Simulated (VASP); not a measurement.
Ba:

```
Ba
1.0
    -2.50650    2.50650    2.50650
     2.50650   -2.50650    2.50650
     2.50650    2.50650   -2.50650
Ba
1
Direct
  0.00000 0.00000 0.00000
```

* Program: VASP 6.6.1
* Task: relaxation of volume and atoms at fixed shape
* Functional: LDA
* Potentials or basis: VASP PAW LDA potentials, release 64 (Ba_sv)
* Cutoff: 600 eV
* k mesh: 6 × 6 × 6
* Occupations: fermi-dirac, width 0.1 eV
* Spin: no spin polarisation

At the start: pressure -1.2 GPa; volume 62.99 Å³/atom.

**Question.** How do energy, volume and symmetry change on relaxing?

**Answer.** Over 4 steps the energy falls by 33.5 meV/atom and the volume is 54.72 Å³/atom (-13.1 %); space group Im-3m (No. 229, to 0.05 Å).

The path:
```csv
step,energy change (eV),largest force (eV/Å),pressure (GPa),volume (Å³)
1,0.0000,0.0000,-1.19,62.99
2,-0.0246,0.0000,-0.68,58.81
3,-0.0334,0.0000,-0.09,55.20
4,-0.0335,0.0000,0.01,54.72
```

Final structure:
```cif
data_structure
_symmetry_space_group_name_H-M 'P 1'
_symmetry_Int_Tables_number 1
_cell_length_a 4.1424
_cell_length_b 4.1424
_cell_length_c 4.1424
_cell_angle_alpha 109.471
_cell_angle_beta 109.471
_cell_angle_gamma 109.471
_cell_volume 54.72
loop_
_atom_site_label
_atom_site_type_symbol
_atom_site_fract_x
_atom_site_fract_y
_atom_site_fract_z
_atom_site_occupancy
Ba1 Ba 0.00000 0.00000 0.00000 1
```

Caveat: the volume moved by -13 % from the deposited cell, more than functionals usually miss.
